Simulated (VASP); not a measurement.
Crystal: NbC (sol).

```xyz
2
Lattice="0.0000 2.2540 2.2540 2.2540 0.0000 2.2540 2.2540 2.2540 0.0000" Properties=species:S:1:pos:R:3 pbc="T T T"
Nb    0.0000    0.0000    0.0000
C     2.2540    2.2540    2.2540
```

| Property | Result |
| --- | --- |
| Program | VASP 6.6.1 |
| Task | relaxation of cell and atoms |
| Functional | PBEsol |
| Potentials or basis | VASP PAW PBE potentials, release 64 (Nb_sv, C) |
| Cutoff | 600 eV |
| k mesh | 8 × 8 × 8 |
| Occupations | gaussian, width 0.1 eV |
| Spin | no spin polarisation |

At the start: pressure -11.9 GPa; volume 11.45 Å³/atom.

Question: Where does the relaxation end?

Answer: Over 3 steps the energy falls by 17.5 meV/atom and the volume is 11.01 Å³/atom (-3.9 %); space group Fm-3m (No. 225, to 0.05 Å).

Step by step:
```tsv
step	energy change (eV)	largest force (eV/Å)	pressure (GPa)	volume (Å³)
1	0.0000	0.0000	-11.91	22.90
2	0.1353	0.0000	32.66	20.20
3	-0.0350	0.0000	-0.39	22.02
```

Final structure:
```yaml
crystal:
  lattice:
    - [0.00000, 2.22470, 2.22470]
    - [2.22470, 0.00000, 2.22470]
    - [2.22470, 2.22470, 0.00000]
  atoms:
    - { symbol: Nb, position: [0.00000, 0.00000, 0.00000] }
    - { symbol: C, position: [0.50000, 0.50000, 0.50000] }
```

Caveat: the PAW data sets were made with another functional, which shifts forces and pressure a little.
